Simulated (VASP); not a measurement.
# Re (Fm-3m) in VASP: settings compared

Aim: see how the results for Re move with the level of theory and the settings. Levels: r2SCAN, LDA. Tasks: single point, relaxation of cell and atoms.

All numbers are computed with VASP 6.6.1; they aren't measurements. Logs are shortened: lines on timing, memory, paths and dates and some standing lists are left out, and cuts for length are marked.

**1. The cell of the first run**

It takes space group Fm-3m (No. 225, cubic). Conventional cell: a = 3.893 Å, b = 3.893 Å, c = 3.893 Å, α = 90.00°, β = 90.00°, γ = 90.00°. Re (site symmetry m-3m) has 12 Re at 2.75 Å within 3.6 Å.

**2. Single point, r2SCAN**

POSCAR reads:

```
Re
1.0
    0.0000000000      1.9467093368      1.9467093368
    1.9467093368      0.0000000000      1.9467093368
    1.9467093368      1.9467093368      0.0000000000
Re
1
Direct
    0.0000000000      0.0000000000      0.0000000000
```

INCAR.step1 reads:

```
ALGO = Normal ; EDIFF = 1E-4
ENCUT = 520 ; GGA = PE
ISMEAR = -1 ; LASPH = T
LCHARG = F ; LREAL = F
LWAVE = T ; NBANDS = 10
NELM = 100 ; PREC = Accurate
SIGMA = 0.05
```

INCAR.step2 reads:

```
ALGO = Normal ; EDIFF = 1E-6
ENCUT = 520 ; ISIF = 2
ISMEAR = -1 ; ISTART = 1
LASPH = T ; LCHARG = F
LMIXTAU = T ; LREAL = F
LWAVE = F ; METAGGA = R2SCAN
NBANDS = 10 ; NELM = 100
PREC = Accurate ; SIGMA = 0.05
```

KPOINTS reads:

```
k-points
0
Gamma
  12 12 12
```

Potentials or basis: VASP PAW PBE potentials, release 64 (Re).

Command:

```console
$ cat potpaw_PBE.64/Re/POTCAR > POTCAR
$ cp INCAR.step1 INCAR
$ mpirun -np 1 vasp_std > vasp.out
$ cp INCAR.step2 INCAR
$ mpirun -np 1 vasp_std > vasp.out
```

OUTCAR:

```text
EDIFF = 1E-6
   ENCUT = 520
   ISIF = 2
   ISMEAR = -1
   ISTART = 1
   LASPH = T
   LREAL = F
   METAGGA = R2SCAN
   NELM = 100
   PREC = Accurate

 ion  position               nearest neighbor table
   1  0.000  0.000  0.000-

  LATTYP: Found a face centered cubic cell.
 ALAT       =     3.8934186736

  Lattice vectors:

 A1 = (   0.0000000000,   1.9467093368,   1.9467093368)
 A2 = (   1.9467093368,   0.0000000000,   1.9467093368)
 A3 = (   1.9467093368,   1.9467093368,   0.0000000000)

Analysis of symmetry for initial positions (statically):
=====================================================================
 Subroutine PRICEL returns:
 Original cell was already a primitive cell.

 Routine SETGRP: Setting up the symmetry group for a
 face centered cubic supercell.

 Subroutine GETGRP returns: Found 48 space group operations
[... 9 lines left out ...]

 Routine SETGRP: Setting up the symmetry group for a
 face centered cubic supercell.

 Subroutine GETGRP returns: Found 48 space group operations
[... 11 lines left out ...]
                                     Primitive cell

  volume of cell :      14.7548

  direct lattice vectors                    reciprocal lattice vectors
     0.000000000  1.946709337  1.946709337    -0.256843685  0.256843685  0.256843685
     1.946709337  0.000000000  1.946709337     0.256843685 -0.256843685  0.256843685
     1.946709337  1.946709337  0.000000000     0.256843685  0.256843685 -0.256843685

  length of vectors
     2.753062746  2.753062746  2.753062746     0.444866312  0.444866312  0.444866312

  position of ions in fractional coordinates (direct lattice)
     0.000000000  0.000000000  0.000000000

  ion indices of the primitive-cell ions
   primitive index   ion index
                 1           1

----------------------------------------------------------------------------------------

 KPOINTS: k-points

Automatic generation of k-mesh.
 Grid dimensions read from file:
 generate k-points for:   12   12   12

 Generating k-lattice:

  Cartesian coordinates                     Fractional coordinates (reciprocal lattice)
    -0.021403640  0.021403640  0.021403640     0.083333333  0.000000000  0.000000000
     0.021403640 -0.021403640  0.021403640     0.000000000  0.083333333  0.000000000
     0.021403640  0.021403640 -0.021403640     0.000000000  0.000000000  0.083333333

  Length of vectors
     0.037072193  0.037072193  0.037072193

  Shift w.r.t. Gamma in fractional coordinates (k-lattice)
     0.000000000  0.000000000  0.000000000

 Subroutine IBZKPT returns following result:
 ===========================================

 Found     72 irreducible k-points:

 Following reciprocal coordinates:
            Coordinates               Weight
  0.000000  0.000000  0.000000      1.000000
  0.083333  0.000000  0.000000      8.000000
  0.166667  0.000000  0.000000      8.000000
  0.250000  0.000000  0.000000      8.000000
  0.333333  0.000000  0.000000      8.000000
  0.416667  0.000000  0.000000      8.000000
[... 16 lines left out ...]
  0.500000  0.166667  0.000000     24.000000
 -0.416667  0.166667  0.000000     24.000000
 [... further k-points ...]
   k-points           NKPTS =     72   k-points in BZ     NKDIM =     72   number of bands    NBANDS=     10
   number of dos      NEDOS =    301   number of ions     NIONS =      1
   total plane-waves  NPLWV =   8000
   dimension x,y,z NGX =    20 NGY =   20 NGZ =   20
   dimension x,y,z NGXF=    40 NGYF=   40 NGZF=   40
   ions per type =               1
   NGX,Y,Z   is equivalent  to a cutoff of  12.08, 12.08, 12.08 a.u.
   NGXF,Y,Z  is equivalent  to a cutoff of  24.15, 24.15, 24.15 a.u.
 SYSTEM =  unknown system
   PREC   = accura    normal or accurate (medium, high low for compatibility)
   ISTART =      1    job   : 0-new  1-cont  2-samecut
   ICHARG =      0    charge: 1-file 2-atom 10-const
   ISPIN  =      1    spin polarized calculation?
   LNONCOLLINEAR =      F non collinear calculations
   LSORBIT =      F    spin-orbit coupling
   LASPH  =      T    aspherical Exc in radial PAW
   ENCUT  =  520.0 eV  38.22 Ry    6.18 a.u.   5.12  5.12  5.12*2*pi/ulx,y,z
   NELM   =    100;   NELMIN=  2; NELMDL=  0     # of ELM steps
   EDIFF  = 0.1E-05   stopping-criterion for ELM
   LREAL  =      F    real-space projection
   EDIFFG = 0.1E-04   stopping-criterion for IOM
   NSW    =      0    number of steps for IOM
   IBRION =     -1    ionic relax: 0-MD 1-quasi-New 2-CG
   NFREE  =      0    steps in history (QN), initial steepest desc. (CG)
   ISIF   =      2    stress and relaxation
   ISYM   =      2    0-nonsym 1-usesym 2-fastsym
   POTIM  = 0.5000    time-step for ionic-motion
   TEBEG  =    0.0;   TEEND  =   0.0 temperature during run
   PSTRESS=    0.0 pullay stress
   NELECT =       7.0000    total number of electrons
   NUPDOWN=      -1.0000    fix difference up-down
   EMIN   =  10.00;   EMAX   =-10.00  energy-range for DOS
   EFERMI =   0.00;   METHOD = LEGACY
   ISMEAR =    -1;   SIGMA  =   0.05  broadening in eV -4-tet -1-fermi 0-gaus
   EFERMI_NEDOS =   21; number of points for ismear=-14 and -15
   IALGO  =     38    algorithm
   IMIX   =      4    mixing-type and parameters
     AMIX     =   0.40;   BMIX     =  1.00
     AMIX_MAG =   1.60;   BMIX_MAG =  1.00
  volume/ion in A,a.u.               =      14.75        99.57
  Fermi-wavevector in a.u.,A,eV,Ry     =   1.276820  2.412840 22.181166  1.630270
  Thomas-Fermi vector in A             =   2.409455
   LORBIT       =      0    0 simple, 1 ext, 2 COOP (PROOUT), +10 PAW based schemes
   METAGGA = R2SCAN    functional components
   LHFCALC =     F    Hartree Fock is set to
   AEXX    =    0.0000 exact exchange contribution
   IVDW    =     0    specifies the selected vdW correction
   LEPSILON=     F    determine dielectric tensor
   LRPA    =     F    only Hartree local field effects (RPA)
 non-spin polarized calculation
  energy-cutoff  :      520.00
  volume of cell :       14.75
 maximum number of plane-waves:       415
   NGX = 11   NGY = 11   NGZ = 11

 number of electron       7.0000001 magnetization

 Free energy of the ion-electron system (eV)
  ---------------------------------------------------
  ext. energy  EPLUGINS =         0.00000000
  ---------------------------------------------------
  free energy    TOTEN  =       -52.39688319 eV

  energy without entropy =      -52.39193743  energy(sigma->0) =      -52.39441031

 E-fermi :   7.9461     XC(G=0): -14.9781

 val. band max:        7.8750127097   @ k =  -0.4167   0.2500   0.0000
 cond. band min:       7.9785762710   @ k =  -0.1667   0.2500   0.0833
 fundamental gap:      0.1035635613
 Fermi energy:         7.9461379739

 k-point     1 :       0.0000    0.0000    0.0000
  band No.  band energies     occupation
      1      -2.6781      2.00000
      2       5.9282      2.00000
      3       5.9282      2.00000
      4       5.9282      2.00000
      5       9.3160      0.00000
      6       9.3160      0.00000
      7      22.4537      0.00000
      8      28.5436      0.00000
      9      28.5436      0.00000
     10      28.5436      0.00000

 k-point     2 :       0.0833    0.0000    0.0000
  band No.  band energies     occupation
      1      -2.3435      2.00000
      2       5.7023      2.00000
      3       6.0812      2.00000
      4       6.0812      2.00000
      5       9.1966      0.00000
      6       9.1966      0.00000
      7      23.0966      0.00000
      8      27.0069      0.00000
      9      29.1500      0.00000
     10      29.1500      0.00000

 k-point     3 :       0.1667    0.0000    0.0000
  band No.  band energies     occupation
      1      -1.4283      2.00000
      2       5.2314      2.00000
      3       6.3918      2.00000
      4       6.3918      2.00000
      5       9.0585      0.00000
      6       9.0585      0.00000
      7      24.1780      0.00000
      8      25.3203      0.00000
      9      30.8475      0.00000
     10      30.8475      0.00000

 k-point     4 :       0.2500    0.0000    0.0000
  band No.  band energies     occupation
      1      -0.2644      2.00000
      2       5.0312      2.00000
      3       6.4430      2.00000
      4       6.4430      2.00000
      5       9.4391      0.00000
      6       9.4391      0.00000
      7      22.5314      0.00000
      8      26.3250      0.00000
      9      33.2949      0.00000
     10      33.5125      0.00000

 k-point     5 :       0.3333    0.0000    0.0000
  band No.  band energies     occupation
      1       0.5261      2.00000
      2       5.7308      2.00000
      3       6.1629      2.00000
      4       6.1629      2.00000
      5      10.4144      0.00000
      6      10.4144      0.00000
      7      20.8609      0.00000
      8      24.8030      0.00000
      9      32.4657      0.00000
     10      32.4657      0.00000

 k-point     6 :       0.4167    0.0000    0.0000
  band No.  band energies     occupation
      1       0.7313      2.00000
      2       5.8761      2.00000
      3       5.8761      2.00000
      4       7.1983      2.00000
      5      11.4362      0.00000
      6      11.4362      0.00000
      7      19.2753      0.00000
      8      22.6777      0.00000
      9      29.9897      0.00000
     10      29.9897      0.00000
[... 183 lines left out ...]
 k-point    21 :       0.3333    0.1667    0.0000
  band No.  band energies     occupation
      1       1.0021      2.00000
      2       3.9201      2.00000
      3       5.8550      2.00000
      4       7.4572      1.99989
      5       9.6362      0.00000
      6      10.9753      0.00000
      7      23.3980      0.00000
      8      26.9419      0.00000
      9      28.9895      0.00000
     10      30.4301      0.00000

 k-point    22 :       0.4167    0.1667    0.0000
  band No.  band energies     occupation
      1       1.5832      2.00000
      2       4.4433      2.00000
      3       5.4504      2.00000
      4       7.1722      2.00000
      5      11.5762      0.00000
      6      11.7825      0.00000
      7      20.6975      0.00000
      8      25.1438      0.00000
      9      28.0940      0.00000
     10      30.6993      0.00000

 k-point    23 :       0.5000    0.1667    0.0000
  band No.  band energies     occupation
      1       1.7330      2.00000
      2       4.5822      2.00000
      3       6.1214      2.00000
      4       6.8774      2.00000
      5      11.9854      0.00000
      6      13.5748      0.00000
      7      18.1829      0.00000
      8      24.2978      0.00000
      9      27.9367      0.00000
     10      28.9089      0.00000

 k-point    24 :      -0.4167    0.1667    0.0000
  band No.  band energies     occupation
      1       1.8223      2.00000
      2       4.6424      2.00000
      3       6.4173      2.00000
      4       6.7395      2.00000
      5      11.2764      0.00000
      6      14.2590      0.00000
      7      18.0277      0.00000
      8      24.2556      0.00000
      9      27.2435      0.00000
     10      29.3044      0.00000

 [... further k-points ...]
[... 5 lines left out ...]
  --------------------------------------------------------------------------------------
  -------------------------------------------------------------------------------------
  Total       -0.0049968     -0.0049968     -0.0049968      0.0000000      0.0000000      0.0000000
  in kB       -0.5425833     -0.5425833     -0.5425833      0.0000000      0.0000000      0.0000000
  external PRESSURE =      -0.5425833 kB  Pullay stress =       0.0000000 kB

 VOLUME and BASIS-vectors are now :
 -----------------------------------------------------------------------------
  energy-cutoff  :      520.00
  volume of cell :       14.75
      direct lattice vectors                 reciprocal lattice vectors
     0.000000000  1.946709337  1.946709337    -0.256843685  0.256843685  0.256843685
     1.946709337  0.000000000  1.946709337     0.256843685 -0.256843685  0.256843685
     1.946709337  1.946709337  0.000000000     0.256843685  0.256843685 -0.256843685

 POSITION                                       TOTAL-FORCE (eV/Angst)
 -----------------------------------------------------------------------------------
      0.00000      0.00000      0.00000         0.000000     -0.000000     -0.000000
 -----------------------------------------------------------------------------------
    total drift:                                0.000000      0.000000     -0.000000

  FREE ENERGIE OF THE ION-ELECTRON SYSTEM (eV)
  ---------------------------------------------------
  free  energy   TOTEN  =       -52.3968831932 eV

  energy  without entropy=      -52.3919374328  energy(sigma->0) =      -52.39441031
```

It took 17 s on 1 thread of Intel Xeon 6975P-C (Granite Rapids), shared host; peak memory 0.13 GiB.

What came out:

```yaml
Free_energy: -52.3969 eV
Pressure: -0.1 GPa
```

Caveat: the PAW data sets were made with another functional, which shifts forces and pressure a little; spin-orbit coupling is left out, which moves the levels of the heavy elements.

**3. Relaxation of cell and atoms, LDA**

This run uses another cell than the first one, of 15.41 Å³/atom, 1.044 times its volume.

INCAR reads:

```
ALGO = Normal ; EDIFF = 1E-6
EDIFFG = -0.01 ; ENCUT = 600
GGA = CA ; IBRION = 2
ISIF = 3 ; ISMEAR = -1
LASPH = T ; LCHARG = F
LREAL = F ; LWAVE = F
NELM = 60 ; NSW = 60
PREC = Accurate ; SIGMA = 0.05
```

KPOINTS is that of step 2.

POSCAR reads:

```
Re
1.0
    0.0000000000      1.9750000000      1.9750000000
    1.9750000000      0.0000000000      1.9750000000
    1.9750000000      1.9750000000      0.0000000000
Re
1
Direct
    0.0000000000      0.0000000000      0.0000000000
```

Potentials or basis: VASP PAW LDA potentials, release 64 (Re).

Command:

```console
$ cat potpaw_LDA.64/Re/POTCAR > POTCAR
$ mpirun -np 1 vasp_std > vasp.out
```

Run time: 9.6 s. Hardware: 1 thread of Intel Xeon 6975P-C (Granite Rapids), shared host; peak memory 0.14 GiB.

The run converged. Its results:

```yaml
Free_energy: -13.6996 eV
Relaxed_volume: 14.44 Å³/atom
Relaxed_cell: a = 2.734 Å, b = 2.734 Å, c = 2.734 Å, α = 60.00°, β = 60.00°, γ = 60.00°
Space_group_after_relaxing_to_0.05_Å: Fm-3m (No. 225)
Energy_gained_by_relaxing: 73.1 meV/atom
Ionic_steps: 5
Pressure_after_relaxing: 0.0 GPa
```

The path:
```
step  energy change (eV)  largest force (eV/Å)  pressure (GPa)  volume (Å³)
   1              0.0000                0.0000          -22.95        15.41
   2              1.6463                0.0000          201.65        10.99
   3             -0.0717                0.0000           -3.54        14.57
   4             -0.0729                0.0000           -1.10        14.48
   5             -0.0731                0.0000            0.01        14.44
```

Final structure:
```
CELL_PARAMETERS angstrom
0.00000 1.93297 1.93297
1.93297 0.00000 1.93297
1.93297 1.93297 0.00000
ATOMIC_POSITIONS crystal
Re 0.00000 0.00000 0.00000
```

Levels at points of the mesh, in eV from the Fermi level:
| k point | band 2 | band 3 | band 4 | band 5 | band 6 | band 7 |
| --- | --- | --- | --- | --- | --- | --- |
| (0.00, 0.00, 0.00) | -1.98 | -1.98 | -1.98 | 1.29 | 1.29 | 14.00 |
| (0.50, 0.00, 0.00) | -2.20 | -2.20 | 0.40 | 3.93 | 3.93 | 10.28 |
| (0.50, 0.50, 0.00) | -6.11 | 3.03 | 3.88 | 4.72 | 4.72 | 12.51 |

Caveat: spin-orbit coupling is left out, which moves the levels of the heavy elements. LDA usually gives volumes a few per cent too small.
